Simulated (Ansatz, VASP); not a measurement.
**BeS: VASP beside Ansatz**

INCAR

```
PREC = Accurate
ENCUT = 600
EDIFF = 1E-6
ISMEAR = 0
SIGMA = 0.05
LREAL = False
LASPH = True
NELM = 120
ALGO = Normal
ISIF = 2
LWAVE = False
LCHARG = True
GGA = RE
LELF = True
LVHAR = True
NBANDS = 11
GGA_COMPAT = False
```

The input KPOINTS:

```
Automatic mesh
0
Gamma
  8 8 8
```

POSCAR

```
BeS
1.0
    0.0000000000      2.4706552060      2.4706552060
    2.4706552060      0.0000000000      2.4706552060
    2.4706552060      2.4706552060      0.0000000000
Be S
1 1
Direct
    0.0000000000      0.0000000000      0.0000000000
    0.7500000000      0.7500000000      0.7500000000
```

Input for Ansatz:

```yaml
crystal:
  lattice:
    - [0.0, 2.470655206, 2.470655206]
    - [2.470655206, 0.0, 2.470655206]
    - [2.470655206, 2.470655206, 0.0]
  atoms:
    - { symbol: Be, position: [0.0, 0.0, 0.0] }
    - { symbol: S, position: [0.75, 0.75, 0.75] }
basis:
  ecutwfc: 420
  ecutrho_ratio: 4
kpoints:
  mp_grid: { grid: [8, 8, 8] }
hamiltonian:
  xc: revpbe
scf:
  occupations: { method: gaussian, width: 0.05 }
output:
  forces: true
  stress: true
  eigenvalues: true
```

Alike in both runs: task single point; functional revPBE; k mesh 8 × 8 × 8; occupations gaussian, width 0.05 eV; no spin polarisation.

|  | VASP | Ansatz |
| --- | --- | --- |
| version | VASP 6.6.1 | Ansatz 0.2.0 |
| potentials or method | VASP PAW PBE potentials, release 64 (Be, S), cutoff 600 eV | scalar-relativistic, plane waves, PAW |
| valence electrons in the cell | 8 | 8 |

```tsv
	VASP	Ansatz	Ansatz less VASP
gap on the k mesh at the Fermi level (eV)	3.31	3.32	+0.005
least direct gap on the mesh (eV)	5.53	5.54	+0.004
pressure (GPa)	-1.7	-1.7	0.00
```

VASP's potentials were made for PBE, not for revPBE. The functional is the same, so the differences come from potentials, cutoffs and numerics.
